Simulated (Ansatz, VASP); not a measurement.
Two plane-wave programs on CaB2

```
Ca B
1.0
    -1.74460    1.74460    6.06594
     1.74460   -1.74460    6.06594
     1.74460    1.74460   -6.06594
Ca B
2 4
Cartesian
  0.0000 0.0000 0.0000
  0.0000 1.7446 3.0330
  0.0000 0.0000 5.0529
  1.7446 0.0000 2.0200
  1.7446 0.0000 4.0460
  0.0000 0.0000 7.0789
```

Alike in both runs: task single point; functional PBE; k mesh 8 × 8 × 8; occupations gaussian, width 0.1 eV; no spin polarisation.

|  | VASP | Ansatz |
| --- | --- | --- |
| version | VASP 6.6.1 | Ansatz 0.2.0 |
| potentials or method | VASP PAW PBE potentials, release 64 (Ca_sv, B), cutoff 520 eV | scalar-relativistic, plane waves, PAW |
| valence electrons in the cell | 32 | 32 |

Ansatz gave:

| Item | Value |
| --- | --- |
| gap on the k mesh at the Fermi level (eV) | none |
| pressure (GPa) | -1.4 |
| traceless stress, the component that is largest in VASP (GPa) | -9.06 |
| rms of the force components (eV/Å) | 0.217 |

Task: Which values does VASP return?

Result: gap on the k mesh at the Fermi level (eV): none; pressure (GPa): -1.0; traceless stress, the component that is largest in VASP (GPa): -9.10; rms of the force components (eV/Å): 0.217.

Atom by atom the forces differ by 0.000 eV/Å (rms over components). A gap of «none» marks a metal or a gap that the smearing closes. The functional is the same, so the differences come from potentials, cutoffs and numerics.
